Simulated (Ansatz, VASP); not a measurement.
**Two plane-wave programs on Cs**

```
Cs
1.0
    -3.18982    3.18982    3.18982
     3.18982   -3.18982    3.18982
     3.18982    3.18982   -3.18982
Cs
1
Direct
  0.00000 0.00000 0.00000
```

Alike in both runs: task single point; functional PBEsol; k mesh 6 × 6 × 6; occupations fermi-dirac, width 0.05 eV; no spin polarisation.

```csv
,VASP,Ansatz
version,VASP 6.6.1,Ansatz 0.2.0
potentials or method,"VASP PAW PBE potentials, release 64 (Cs_sv)",Ansatz PAW
plane-wave cutoff (eV),520,420
valence electrons in the cell,9,9
```

```tsv
	VASP	Ansatz	Ansatz less VASP
gap on the k mesh at the Fermi level (eV)	none	none	-
pressure (GPa)	-0.3	-0.3	+0.01
```

VASP's potentials were made for PBE, not for PBEsol. A gap of «none» marks a metal or a gap that the smearing closes. With one functional, cell and mesh, what is left measures potentials, basis and numerics.

Spin-orbit coupling is off throughout.
